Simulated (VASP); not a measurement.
# Cd (P6_3/mmc) in VASP: further runs

Runs on Cd. Level: PBEsol. Tasks: single point.

Program: VASP 6.6.1. These are calculated values, not measurements. Logs are shortened: lines on timing, memory, paths and dates and some standing lists are left out, and cuts for length are marked.

## 1. The cell of the first run

Symmetry: P6_3/mmc, No. 194, hexagonal system. Conventional cell: a = 3.038 Å, b = 3.038 Å, c = 5.618 Å, α = 90.00°, β = 90.00°, γ = 120.00°. Within 4.0 Å of Cd (site symmetry -6m2) lie 12 Cd at 3.04 to 3.31 Å.

## 2. Single point, PBEsol (strain +0.0200 x Voigt [1, 1, 0, 0, 0, 0])

Input file INCAR:

```
SYSTEM = Cd
PREC = Accurate
ENCUT = 520
EDIFF = 1E-6
ISMEAR = 0
SIGMA = 0.15
LREAL = .FALSE.
LASPH = .TRUE.
NELM = 100
ALGO = Fast
ISIF = 2
LWAVE = .FALSE.
LCHARG = .TRUE.
GGA = PS
LELF = .TRUE.
LVHAR = .TRUE.
NBANDS = 19
```

Input file KPOINTS:

```
regular mesh
0
G
  18 18 8
  0 0 0
```

Input file POSCAR:

```
Cd
1.0
    3.0384499582      0.0000000000      0.0000000000
   -1.5192249791      2.6313748520      0.0000000000
    0.0000000000      0.0000000000      5.6176500000
Cd
2
Direct
    0.3333333333      0.6666666667      0.2500000000
    0.6666666667      0.3333333333      0.7500000000
```

Potentials or basis: VASP PAW PBE potentials, release 64 (Cd).

Started as:

```
$ cat potpaw_PBE.64/Cd/POTCAR > POTCAR
$ mpirun -np 1 vasp_std > vasp.out
```

OUTCAR:

```text
SYSTEM = Cd
   PREC = Accurate
   ENCUT = 520
   EDIFF = 1E-6
   ISMEAR = 0
   LREAL = .FALSE.
   LASPH = .TRUE.
   NELM = 100
   ISIF = 2
   GGA = PS

 ion  position               nearest neighbor table
   1  0.333  0.667  0.250-   2 3.31   2 3.31   2 3.31   2 3.31   2 3.31   2 3.31
   2  0.667  0.333  0.750-   1 3.31   1 3.31   1 3.31   1 3.31   1 3.31   1 3.31

  LATTYP: Found a hexagonal cell.
 ALAT       =     3.0384499582
 C/A-ratio  =     1.8488538818

  Lattice vectors:

 A1 = (   3.0384499582,   0.0000000000,   0.0000000000)
 A2 = (  -1.5192249791,   2.6313748520,   0.0000000000)
 A3 = (   0.0000000000,   0.0000000000,   5.6176500000)

Analysis of symmetry for initial positions (statically):
=====================================================================
 Subroutine PRICEL returns:
 Original cell was already a primitive cell.

 Routine SETGRP: Setting up the symmetry group for a
 hexagonal supercell.

 Subroutine GETGRP returns: Found 24 space group operations
 (whereof 12 operations were pure point group operations)
 out of a pool of 24 trial point group operations.

The static configuration has the point symmetry D_3d.
 The point group associated with its full space group is D_6h.

Analysis of symmetry for dynamics (positions and initial velocities):
=====================================================================
 Subroutine PRICEL returns:
 Original cell was already a primitive cell.

 Routine SETGRP: Setting up the symmetry group for a
 hexagonal supercell.

 Subroutine GETGRP returns: Found 24 space group operations
 (whereof 12 operations were pure point group operations)
 out of a pool of 24 trial point group operations.

The dynamic configuration has the point symmetry D_3d.
 The point group associated with its full space group is D_6h.

 Subroutine INISYM returns: Found 24 space group operations
 (whereof 12 operations are pure point group operations),
 and found     1 'primitive' translations

----------------------------------------------------------------------------------------

                                     Primitive cell

  volume of cell :      44.9148

  direct lattice vectors                    reciprocal lattice vectors
     3.038449958  0.000000000  0.000000000     0.329115178  0.190014737  0.000000000
    -1.519224979  2.631374852  0.000000000     0.000000000  0.380029474  0.000000000
     0.000000000  0.000000000  5.617650000     0.000000000  0.000000000  0.178010378

  length of vectors
     3.038449958  3.038449958  5.617650000     0.380029474  0.380029474  0.178010378

  position of ions in fractional coordinates (direct lattice)
     0.333333333  0.666666667  0.250000000
     0.666666667  0.333333333  0.750000000

  ion indices of the primitive-cell ions
   primitive index   ion index
                 1           1
                 2           2

----------------------------------------------------------------------------------------

 KPOINTS: regular mesh

Automatic generation of k-mesh.
 Grid dimensions read from file:
 generate k-points for:   18   18    8

 Generating k-lattice:

  Cartesian coordinates                     Fractional coordinates (reciprocal lattice)
     0.018284177  0.010556374  0.000000000     0.055555556  0.000000000  0.000000000
     0.000000000  0.021112749  0.000000000     0.000000000  0.055555556  0.000000000
     0.000000000  0.000000000  0.022251297     0.000000000  0.000000000  0.125000000

  Length of vectors
     0.021112749  0.021112749  0.022251297

  Shift w.r.t. Gamma in fractional coordinates (k-lattice)
     0.000000000  0.000000000  0.000000000

 Subroutine IBZKPT returns following result:
 ===========================================

 Found    185 irreducible k-points:

 Following reciprocal coordinates:
            Coordinates               Weight
  0.000000  0.000000  0.000000      1.000000
  0.055556 -0.000000  0.000000      6.000000
  0.111111 -0.000000  0.000000      6.000000
  0.166667 -0.000000  0.000000      6.000000
  0.222222 -0.000000  0.000000      6.000000
  0.277778  0.000000  0.000000      6.000000
[... 16 lines left out ...]
  0.333333  0.111111  0.000000     12.000000
  0.388889  0.111111  0.000000     12.000000
 [... further k-points ...]
   k-points           NKPTS =    185   k-points in BZ     NKDIM =    185   number of bands    NBANDS=     19
   number of dos      NEDOS =    301   number of ions     NIONS =      2
   total plane-waves  NPLWV =  24192
   dimension x,y,z NGX =    24 NGY =   24 NGZ =   42
   dimension x,y,z NGXF=    48 NGYF=   48 NGZF=   84
   ions per type =               2
   NGX,Y,Z   is equivalent  to a cutoff of  13.13, 13.13, 12.43 a.u.
   NGXF,Y,Z  is equivalent  to a cutoff of  26.26, 26.26, 24.86 a.u.
 SYSTEM =  Cd
   PREC   = accura    normal or accurate (medium, high low for compatibility)
   ISTART =      0    job   : 0-new  1-cont  2-samecut
   ICHARG =      2    charge: 1-file 2-atom 10-const
   ISPIN  =      1    spin polarized calculation?
   LNONCOLLINEAR =      F non collinear calculations
   LSORBIT =      F    spin-orbit coupling
   LASPH  =      T    aspherical Exc in radial PAW
   ENCUT  =  520.0 eV  38.22 Ry    6.18 a.u.   5.65  5.65 10.45*2*pi/ulx,y,z
   NELM   =    100;   NELMIN=  2; NELMDL= -5     # of ELM steps
   EDIFF  = 0.1E-05   stopping-criterion for ELM
   LREAL  =      F    real-space projection
   EDIFFG = 0.1E-04   stopping-criterion for IOM
   NSW    =      0    number of steps for IOM
   IBRION =     -1    ionic relax: 0-MD 1-quasi-New 2-CG
   NFREE  =      0    steps in history (QN), initial steepest desc. (CG)
   ISIF   =      2    stress and relaxation
   ISYM   =      2    0-nonsym 1-usesym 2-fastsym
   POTIM  = 0.5000    time-step for ionic-motion
   TEBEG  =    0.0;   TEEND  =   0.0 temperature during run
   PSTRESS=    0.0 pullay stress
   NELECT =      24.0000    total number of electrons
   NUPDOWN=      -1.0000    fix difference up-down
   EMIN   =  10.00;   EMAX   =-10.00  energy-range for DOS
   EFERMI =   0.00;   METHOD = LEGACY
   ISMEAR =     0;   SIGMA  =   0.15  broadening in eV -4-tet -1-fermi 0-gaus
   EFERMI_NEDOS =   21; number of points for ismear=-14 and -15
   IALGO  =     68    algorithm
   IMIX   =      4    mixing-type and parameters
     AMIX     =   0.40;   BMIX     =  1.00
     AMIX_MAG =   1.60;   BMIX_MAG =  1.00
  volume/ion in A,a.u.               =      22.46       151.55
  Fermi-wavevector in a.u.,A,eV,Ry     =   1.328461  2.510427 24.011673  1.764808
  Thomas-Fermi vector in A             =   2.457697
   LORBIT       =      0    0 simple, 1 ext, 2 COOP (PROOUT), +10 PAW based schemes
   GGA     = PS    functional components
   LHFCALC =     F    Hartree Fock is set to
   AEXX    =    0.0000 exact exchange contribution
   IVDW    =     0    specifies the selected vdW correction
   LEPSILON=     F    determine dielectric tensor
   LRPA    =     F    only Hartree local field effects (RPA)
 non-spin polarized calculation
 RMM-DIIS sequential band-by-band and
 Gauss-broadening in eV      SIGMA  =   0.15
  energy-cutoff  :      520.00
  volume of cell :       44.91
 maximum number of plane-waves:      1233
 NGX is ok and might be reduce to    24
   NGX = 11   NGY = 11   NGZ = 21

 number of electron      24.0000005 magnetization

 Free energy of the ion-electron system (eV)
  ---------------------------------------------------
  ext. energy  EPLUGINS =         0.00000000
  ---------------------------------------------------
  free energy    TOTEN  =        -2.37257525 eV

  energy without entropy =       -2.36590454  energy(sigma->0) =       -2.36923990

 E-fermi :   2.5856     XC(G=0): -11.0050

 val. band max:        2.5749650089   @ k =   0.3889   0.0556   0.0000
 cond. band min:       2.5894521626   @ k =   0.2778   0.1667   0.0000
 fundamental gap:      0.0144871537
 Fermi energy:         2.5855627377

 k-point     1 :       0.0000    0.0000    0.0000
  band No.  band energies     occupation
      1      -7.1289      2.00000
      2      -6.8558      2.00000
      3      -6.5634      2.00000
      4      -6.5634      2.00000
      5      -6.5115      2.00000
      6      -6.5115      2.00000
[... 11 lines left out ...]
     18      17.4613      0.00000
     19      17.8667      0.00000

 k-point     2 :       0.0556   -0.0000    0.0000
  band No.  band energies     occupation
      1      -7.1000      2.00000
      2      -6.8312      2.00000
      3      -6.5730      2.00000
      4      -6.5375      2.00000
      5      -6.5213      2.00000
      6      -6.4867      2.00000
[... 11 lines left out ...]
     18      17.4363      0.00000
     19      18.1511      0.00000

 k-point     3 :       0.1111   -0.0000    0.0000
  band No.  band energies     occupation
      1      -7.0265      2.00000
      2      -6.7802      2.00000
      3      -6.5970      2.00000
      4      -6.5392      2.00000
      5      -6.4624      2.00000
      6      -6.4147      2.00000
[... 11 lines left out ...]
     18      17.1731      0.00000
     19      18.0055      0.00000

 k-point     4 :       0.1667   -0.0000    0.0000
  band No.  band energies     occupation
      1      -6.9636      2.00000
      2      -6.7297      2.00000
      3      -6.6476      2.00000
      4      -6.5020      2.00000
      5      -6.3450      2.00000
      6      -6.3068      2.00000
[... 11 lines left out ...]
     18      15.7574      0.00000
     19      16.2333      0.00000

 k-point     5 :       0.2222   -0.0000    0.0000
  band No.  band energies     occupation
      1      -6.9831      2.00000
      2      -6.7521      2.00000
      3      -6.6086      2.00000
      4      -6.4568      2.00000
      5      -6.3997      2.00000
      6      -6.2287      2.00000
[... 11 lines left out ...]
     18      15.3287      0.00000
     19      15.3496      0.00000
[... 334 lines left out ...]
      2      -6.7550      2.00000
      3      -6.6192      2.00000
      4      -6.5504      2.00000
      5      -6.4073      2.00000
      6      -6.3457      2.00000
[... 11 lines left out ...]
     18      14.4200      0.00000
     19      14.9204      0.00000

 k-point    22 :       0.2778    0.1111    0.0000
  band No.  band energies     occupation
      1      -7.0265      2.00000
      2      -6.8253      2.00000
      3      -6.7470      2.00000
      4      -6.4460      2.00000
      5      -6.4333      2.00000
      6      -6.2761      2.00000
[... 11 lines left out ...]
     18      13.8266      0.00000
     19      14.5137      0.00000

 k-point    23 :       0.3333    0.1111    0.0000
  band No.  band energies     occupation
      1      -7.0933      2.00000
      2      -6.8873      2.00000
      3      -6.8443      2.00000
      4      -6.4690      2.00000
      5      -6.3388      2.00000
      6      -6.3380      2.00000
[... 11 lines left out ...]
     18      13.3739      0.00000
     19      14.2041      0.00000

 k-point    24 :       0.3889    0.1111    0.0000
  band No.  band energies     occupation
      1      -7.1371      2.00000
      2      -6.9285      2.00000
      3      -6.9048      2.00000
      4      -6.4758      2.00000
      5      -6.3874      2.00000
      6      -6.2779      2.00000
[... 11 lines left out ...]
     18      13.0898      0.00000
     19      14.0145      0.00000

 [... further k-points ...]
[... 5 lines left out ...]
  --------------------------------------------------------------------------------------
  -------------------------------------------------------------------------------------
  Total       -0.9858515     -0.9858515     -0.6942918      0.0000000      0.0000000      0.0000000
  in kB      -35.1667787    -35.1667787    -24.7664132      0.0000000      0.0000000      0.0000000
  external PRESSURE =     -31.6999902 kB  Pullay stress =       0.0000000 kB

 VOLUME and BASIS-vectors are now :
 -----------------------------------------------------------------------------
  energy-cutoff  :      520.00
  volume of cell :       44.91
      direct lattice vectors                 reciprocal lattice vectors
     3.038449958  0.000000000  0.000000000     0.329115178  0.190014737  0.000000000
    -1.519224979  2.631374852  0.000000000     0.000000000  0.380029474  0.000000000
     0.000000000  0.000000000  5.617650000     0.000000000  0.000000000  0.178010378

 POSITION                                       TOTAL-FORCE (eV/Angst)
 -----------------------------------------------------------------------------------
     -0.00000      1.75425      1.40441        -0.000000      0.000000      0.000000
      1.51922      0.87712      4.21324         0.000000     -0.000000      0.000000
 -----------------------------------------------------------------------------------
    total drift:                               -0.000000      0.000000      0.000000

  FREE ENERGIE OF THE ION-ELECTRON SYSTEM (eV)
  ---------------------------------------------------
  free  energy   TOTEN  =        -2.3725752506 eV

  energy  without entropy=       -2.3659045425  energy(sigma->0) =       -2.36923990
```

Wall time 39 s (1 thread of Intel Xeon 6975P-C (Granite Rapids), shared host); peak memory 0.25 GiB.

What came out:

```yaml
Free_energy: -2.3726 eV
Pressure: -3.2 GPa
Band_gap_on_the_k_mesh: zero (band 12 reaches 3.81 eV, above the bottom of band 13 at -0.31 eV)
```

Caveat: the cell differs from its parent crystal (strain +0.0200 x Voigt [1, 1, 0, 0, 0, 0]); the PAW data sets were made with another functional, which shifts forces and pressure a little.

## 3. Single point, PBEsol (strain +0.0300 x Voigt [1, 1, 0, 0, 0, 0])

Input file INCAR:

```
  PREC = Accurate
  ENCUT = 520
  EDIFF = 1E-6
  ISMEAR = 0
  SIGMA = 0.15
  LREAL = False
  LASPH = True
  NELM = 60
  ALGO = Fast
  ISIF = 2
  LWAVE = False
  LCHARG = False
  GGA = PS
  NBANDS = 19
```

Input file KPOINTS:

```
regular mesh
0
Gamma
  18 18 8
```

Input file POSCAR:

```
Cd
1.0
    3.0682386833      0.0000000000      0.0000000000
   -1.5341193416      2.6571726446      0.0000000000
    0.0000000000      0.0000000000      5.6176500000
Cd
2
Direct
    0.3333333333      0.6666666667      0.2500000000
    0.6666666667      0.3333333333      0.7500000000
```

Potentials or basis: VASP PAW PBE potentials, release 64 (Cd).

Started as:

```
$ cat potpaw_PBE.64/Cd/POTCAR > POTCAR
$ mpirun -np 1 vasp_std > vasp.out
```

OUTCAR:

```text
PREC = Accurate
   ENCUT = 520
   EDIFF = 1E-6
   ISMEAR = 0
   LREAL = False
   LASPH = True
   NELM = 60
   ISIF = 2
   GGA = PS

 ion  position               nearest neighbor table
   1  0.333  0.667  0.250-   2 3.32   2 3.32   2 3.32   2 3.32   2 3.32   2 3.32
   2  0.667  0.333  0.750-   1 3.32   1 3.32   1 3.32   1 3.32   1 3.32   1 3.32

  LATTYP: Found a hexagonal cell.
 ALAT       =     3.0682386833
 C/A-ratio  =     1.8309038441

  Lattice vectors:

 A1 = (   3.0682386833,   0.0000000000,   0.0000000000)
 A2 = (  -1.5341193416,   2.6571726446,   0.0000000000)
 A3 = (   0.0000000000,   0.0000000000,   5.6176500000)

Analysis of symmetry for initial positions (statically):
=====================================================================
 Subroutine PRICEL returns:
 Original cell was already a primitive cell.

 Routine SETGRP: Setting up the symmetry group for a
 hexagonal supercell.

 Subroutine GETGRP returns: Found 24 space group operations
[... 157 lines left out ...]
   NGX = 11   NGY = 11   NGZ = 21

 number of electron      24.0000013 magnetization

 Free energy of the ion-electron system (eV)
  ---------------------------------------------------
  ext. energy  EPLUGINS =         0.00000000
  ---------------------------------------------------
  free energy    TOTEN  =        -2.35046751 eV

  energy without entropy =       -2.34398259  energy(sigma->0) =       -2.34722505

 E-fermi :   2.4312     XC(G=0): -10.9046

 val. band max:        2.3947017742   @ k =   0.3889   0.0000   0.0000
 cond. band min:       2.4399720897   @ k =   0.3333   0.2778   0.1250
 fundamental gap:      0.0452703155
 Fermi energy:         2.4312199871

 k-point     1 :       0.0000    0.0000    0.0000
  band No.  band energies     occupation
      1      -7.1707      2.00000
      2      -6.8990      2.00000
      3      -6.6420      2.00000
      4      -6.6420      2.00000
      5      -6.5902      2.00000
      6      -6.5902      2.00000
[... 505 lines left out ...]
      6      -6.3733      2.00000
[... 11 lines left out ...]
     18      12.7817      0.00000
     19      13.7446      0.00000

 [... further k-points ...]
[... 5 lines left out ...]
  --------------------------------------------------------------------------------------
  -------------------------------------------------------------------------------------
  Total       -1.2631127     -1.2631127     -0.8774508     -0.0000000      0.0000000      0.0000000
  in kB      -44.1864465    -44.1864465    -30.6951510     -0.0000000      0.0000000      0.0000000
  external PRESSURE =     -39.6893480 kB  Pullay stress =       0.0000000 kB

 VOLUME and BASIS-vectors are now :
 -----------------------------------------------------------------------------
  energy-cutoff  :      520.00
  volume of cell :       45.80
      direct lattice vectors                 reciprocal lattice vectors
     3.068238683  0.000000000  0.000000000     0.325919885  0.188169934  0.000000000
    -1.534119342  2.657172645  0.000000000     0.000000000  0.376339867  0.000000000
     0.000000000  0.000000000  5.617650000     0.000000000  0.000000000  0.178010378

 POSITION                                       TOTAL-FORCE (eV/Angst)
 -----------------------------------------------------------------------------------
     -0.00000      1.77145      1.40441        -0.000000      0.000000      0.000000
      1.53412      0.88572      4.21324         0.000000     -0.000000     -0.000000
 -----------------------------------------------------------------------------------
    total drift:                               -0.000000      0.000000      0.000000

  FREE ENERGIE OF THE ION-ELECTRON SYSTEM (eV)
  ---------------------------------------------------
  free  energy   TOTEN  =        -2.3504675058 eV

  energy  without entropy=       -2.3439825934  energy(sigma->0) =       -2.34722505
```

Run time: 38 s. Hardware: 1 thread of Intel Xeon 6975P-C (Granite Rapids), shared host; peak memory 0.25 GiB.

Results:

- Free energy: -2.3505 eV
- Pressure: -4.0 GPa
- Band gap on the k mesh: zero (band 12 reaches 3.64 eV, above the bottom of band 13 at -0.32 eV)

Stress tensor (GPa, compression positive):
```
-4.42  0.00  0.00
 0.00 -4.42  0.00
 0.00  0.00 -3.07
```

Caveat: the cell differs from its parent crystal (strain +0.0300 x Voigt [1, 1, 0, 0, 0, 0]); the PAW data sets were made with another functional, which shifts forces and pressure a little.

[end of part 1 of 2]
